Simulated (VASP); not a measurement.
# MgS (F-43m) in VASP: single point with PBE

Aim: the single point of MgS with PBE.

Program: VASP 6.6.1. These are calculated values, not measurements. Logs are shortened: lines on timing, memory, paths and dates and some standing lists are left out, and cuts for length are marked.

### 1 The cell of the first run

The structure is cubic, space group F-43m (No. 216). The conventional cell has a = 5.666 Å, b = 5.666 Å, c = 5.666 Å, α = 90.00°, β = 90.00°, γ = 90.00°. Mg (site symmetry -43m) has 4 S at 2.45 Å within 3.2 Å. S (site symmetry -43m) has 4 Mg at 2.45 Å within 3.2 Å.

### 2 Single point, PBE

INCAR

```
SYSTEM = MgS
  ALGO = Normal
  EDIFF = 1E-6
  ENCUT = 520
  GGA = PE
  ISIF = 2
  ISMEAR = 0
  LASPH = .TRUE.
  LCHARG = .FALSE.
  LREAL = .FALSE.
  LWAVE = .FALSE.
  NBANDS = 11
  NELM = 100
  PREC = Accurate
  SIGMA = 0.05
```

KPOINTS

```
k-points
0
G
  12 12 12
  0 0 0
```

POSCAR

```
MgS
1.0
    0.0000000000      2.8331200500      2.8331200500
    2.8331200500      0.0000000000      2.8331200500
    2.8331200500      2.8331200500      0.0000000000
Mg S
1 1
Direct
    0.0000000000      0.0000000000      0.0000000000
    0.2500000000      0.2500000000      0.2500000000
```

Potentials or basis: VASP PAW PBE potentials, release 64 (Mg, S).

Run with:

```bash
> cat potpaw_PBE.64/Mg/POTCAR potpaw_PBE.64/S/POTCAR > POTCAR
> mpirun -np 1 vasp_std > vasp.out
```

OUTCAR:

```text
SYSTEM = MgS
   EDIFF = 1E-6
   ENCUT = 520
   GGA = PE
   ISIF = 2
   ISMEAR = 0
   LASPH = .TRUE.
   LREAL = .FALSE.
   NELM = 100
   PREC = Accurate

 ion  position               nearest neighbor table
   1  0.000  0.000  0.000-   2 2.45   2 2.45   2 2.45   2 2.45
   2  0.250  0.250  0.250-   1 2.45   1 2.45   1 2.45   1 2.45

  LATTYP: Found a face centered cubic cell.
 ALAT       =     5.6662401000

  Lattice vectors:

 A1 = (   0.0000000000,   2.8331200500,   2.8331200500)
 A2 = (   2.8331200500,   0.0000000000,   2.8331200500)
 A3 = (   2.8331200500,   2.8331200500,   0.0000000000)

Analysis of symmetry for initial positions (statically):
=====================================================================
 Subroutine PRICEL returns:
 Original cell was already a primitive cell.

 Routine SETGRP: Setting up the symmetry group for a
 face centered cubic supercell.

 Subroutine GETGRP returns: Found 24 space group operations
 (whereof 24 operations were pure point group operations)
 out of a pool of 48 trial point group operations.

The static configuration has the point symmetry T_d .

Analysis of symmetry for dynamics (positions and initial velocities):
=====================================================================
 Subroutine PRICEL returns:
 Original cell was already a primitive cell.

 Routine SETGRP: Setting up the symmetry group for a
 face centered cubic supercell.

 Subroutine GETGRP returns: Found 24 space group operations
 (whereof 24 operations were pure point group operations)
 out of a pool of 48 trial point group operations.

The dynamic configuration has the point symmetry T_d .

 Subroutine INISYM returns: Found 24 space group operations
 (whereof 24 operations are pure point group operations),
 and found     1 'primitive' translations

----------------------------------------------------------------------------------------

                                     Primitive cell

  volume of cell :      45.4805

  direct lattice vectors                    reciprocal lattice vectors
     0.000000000  2.833120050  2.833120050    -0.176483873  0.176483873  0.176483873
     2.833120050  0.000000000  2.833120050     0.176483873 -0.176483873  0.176483873
     2.833120050  2.833120050  0.000000000     0.176483873  0.176483873 -0.176483873

  length of vectors
     4.006636799  4.006636799  4.006636799     0.305679035  0.305679035  0.305679035

  position of ions in fractional coordinates (direct lattice)
     0.000000000  0.000000000  0.000000000
     0.250000000  0.250000000  0.250000000

  ion indices of the primitive-cell ions
   primitive index   ion index
                 1           1
[... 79 lines left out ...]
   ISIF   =      2    stress and relaxation
   ISYM   =      2    0-nonsym 1-usesym 2-fastsym
   POTIM  = 0.5000    time-step for ionic-motion
   TEBEG  =    0.0;   TEEND  =   0.0 temperature during run
   PSTRESS=    0.0 pullay stress
   NELECT =       8.0000    total number of electrons
   NUPDOWN=      -1.0000    fix difference up-down
   EMIN   =  10.00;   EMAX   =-10.00  energy-range for DOS
   EFERMI =   0.00;   METHOD = LEGACY
   ISMEAR =     0;   SIGMA  =   0.05  broadening in eV -4-tet -1-fermi 0-gaus
   EFERMI_NEDOS =   21; number of points for ismear=-14 and -15
   IALGO  =     38    algorithm
   IMIX   =      4    mixing-type and parameters
     AMIX     =   0.40;   BMIX     =  1.00
     AMIX_MAG =   1.60;   BMIX_MAG =  1.00
  volume/ion in A,a.u.               =      22.74       153.46
  Fermi-wavevector in a.u.,A,eV,Ry     =   0.917269  1.733386 11.447692  0.841382
  Thomas-Fermi vector in A             =   2.042218
   LORBIT       =      0    0 simple, 1 ext, 2 COOP (PROOUT), +10 PAW based schemes
   GGA     = PE    functional components
   LHFCALC =     F    Hartree Fock is set to
   AEXX    =    0.0000 exact exchange contribution
   IVDW    =     0    specifies the selected vdW correction
   LEPSILON=     F    determine dielectric tensor
   LRPA    =     F    only Hartree local field effects (RPA)
 non-spin polarized calculation
 Gauss-broadening in eV      SIGMA  =   0.05
  energy-cutoff  :      520.00
  volume of cell :       45.48
 maximum number of plane-waves:      1245
 NGX is ok and might be reduce to    30
   NGX = 15   NGY = 15   NGZ = 15

 number of electron       8.0000001 magnetization

 Free energy of the ion-electron system (eV)
  ---------------------------------------------------
  ext. energy  EPLUGINS =         0.00000000
  ---------------------------------------------------
  free energy    TOTEN  =        -8.47128158 eV

  energy without entropy =       -8.47128158  energy(sigma->0) =       -8.47128158

 E-fermi :   1.2800     XC(G=0):  -8.3810

 val. band max:        1.0482936893   @ k =   0.0000   0.0000   0.0000
 cond. band min:       4.4947436872   @ k =   0.0000   0.0000   0.0000
 fundamental gap:      3.4464499979
 Fermi energy:         1.2799848544

 k-point     1 :       0.0000    0.0000    0.0000
  band No.  band energies     occupation
      1     -10.2112      2.00000
      2       1.0483      2.00000
      3       1.0483      2.00000
      4       1.0483      2.00000
      5       4.4947      0.00000
      6       8.9923      0.00000
      7       8.9923      0.00000
      8       8.9923      0.00000
      9      11.8746      0.00000
     10      11.8746      0.00000
     11      14.7527      0.00000
[... 309 lines left out ...]
 k-point    24 :      -0.4167    0.1667    0.0000
  band No.  band energies     occupation
      1      -9.4701      2.00000
      2      -1.8375      2.00000
      3       0.0096      2.00000
      4       0.5962      2.00000
      5       6.8992      0.00000
      6       7.7517      0.00000
      7       9.3258      0.00000
      8       9.9816      0.00000
      9      13.0215      0.00000
     10      13.3272      0.00000
     11      14.7995      0.00000

 [... further k-points ...]
[... 5 lines left out ...]
  --------------------------------------------------------------------------------------
  -------------------------------------------------------------------------------------
  Total        0.2247605      0.2247605      0.2247605      0.0000000     -0.0000000      0.0000000
  in kB        7.9178216      7.9178216      7.9178216      0.0000000     -0.0000000      0.0000000
  external PRESSURE =       7.9178216 kB  Pullay stress =       0.0000000 kB

 VOLUME and BASIS-vectors are now :
 -----------------------------------------------------------------------------
  energy-cutoff  :      520.00
  volume of cell :       45.48
      direct lattice vectors                 reciprocal lattice vectors
     0.000000000  2.833120050  2.833120050    -0.176483873  0.176483873  0.176483873
     2.833120050  0.000000000  2.833120050     0.176483873 -0.176483873  0.176483873
     2.833120050  2.833120050  0.000000000     0.176483873  0.176483873 -0.176483873

 POSITION                                       TOTAL-FORCE (eV/Angst)
 -----------------------------------------------------------------------------------
      0.00000      0.00000      0.00000         0.000000      0.000000      0.000000
      1.41656      1.41656      1.41656        -0.000000     -0.000000     -0.000000
 -----------------------------------------------------------------------------------
    total drift:                                0.000000      0.000000      0.000000

  FREE ENERGIE OF THE ION-ELECTRON SYSTEM (eV)
  ---------------------------------------------------
  free  energy   TOTEN  =        -8.4712815774 eV

  energy  without entropy=       -8.4712815774  energy(sigma->0) =       -8.47128158
```

stdout:

```text
POSCAR found type information on POSCAR MgS
 POSCAR found :  2 types and       2 ions
 scaLAPACK will be used
 LDA part: xc-table for (Slater+PW92), standard interpolation
 POSCAR, INCAR and KPOINTS ok, starting setup
 FFT: planning ... GRIDC
 FFT: planning ... GRID_SOFT
 FFT: planning ... GRID
 WAVECAR not read
 entering main loop
```

It took 32 s on 1 thread of Intel Xeon 6975P-C, shared host; peak memory 0.19 GiB.

Results:

```
Free energy            : -8.4713 eV
Pressure               : 0.8 GPa
Band gap on the k mesh : 3.45 eV, direct
```

A k mesh can miss the band edges. As with any semilocal functional, this PBE gap is likely too small.
